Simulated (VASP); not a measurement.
Write the native input for VASP 6.6.1 that does the following.

* Task: single point
* Functional: PBE
* Potentials or basis: VASP PAW PBE potentials, release 64 (Re, Li_sv)
* Cutoff: 520 eV
* k mesh: 6 × 6 × 6
* Occupations: methfessel-paxton, width 0.05 eV
* Spin: non-collinear spin, zero start, spin-orbit coupling
* Starting moments: [[0.0, 0.0, 0.0], [0.0, 0.0, 0.0], [0.0, 0.0, 0.0], [0.0, 0.0, 0.0]] μB
* Dipole correction: no
* Further INCAR settings: ALGO = Normal; EDIFF = 1e-06; NBANDS = 38

The structure of LiRe3 lies in POSCAR:

```
LiRe3
1.0
    0.0000000000      3.0528810000      3.0528810000
    3.0528810000      0.0000000000      3.0528810000
    3.0528810000      3.0528810000      0.0000000000
Re Li
3 1
Direct
    0.5000000000      0.5000000000      0.5000000000
    0.2500000000      0.2500000000      0.2500000000
    0.7500000000      0.7500000000      0.7500000000
    0.0000000000      0.0000000000      0.0000000000
```

The input as run:

INCAR

```
SYSTEM = LiRe3
PREC = Accurate ; ENCUT = 520
EDIFF = 1E-6 ; ISMEAR = 1
SIGMA = 0.05 ; LREAL = .False.
LASPH = .True. ; NELM = 150
ALGO = Normal ; ISIF = 2
LWAVE = .False. ; LCHARG = .True.
MAGMOM = 0 0 0 0 0 0 0 0 0 0 0 0 ; LORBIT = 11
LSORBIT = .True. ; GGA_COMPAT = .False.
LORBMOM = .True. ; LMAXMIX = 4
GGA = PE ; LVHAR = .True.
NBANDS = 38
```

KPOINTS

```
Automatic mesh
0
Gamma
  6 6 6
  0 0 0
```

Potentials or basis: VASP PAW PBE potentials, release 64 (Re, Li_sv).

Run with:

```sh
$ cat potpaw_PBE.64/Re/POTCAR potpaw_PBE.64/Li_sv/POTCAR > POTCAR
$ mpirun -np 1 vasp_ncl > vasp.out
```

Results of the run:

| Quantity | Value |
| --- | --- |
| Net moment | 0.00 μB per cell |
| Valence electrons inside the program's atomic spheres | Re 6.12, 5.91; Li 2.15 |

Wall time 66 s on 1 thread of AMD EPYC 9R45 96-Core Processor (Zen 5) (shared host), peak memory 0.3 GiB.
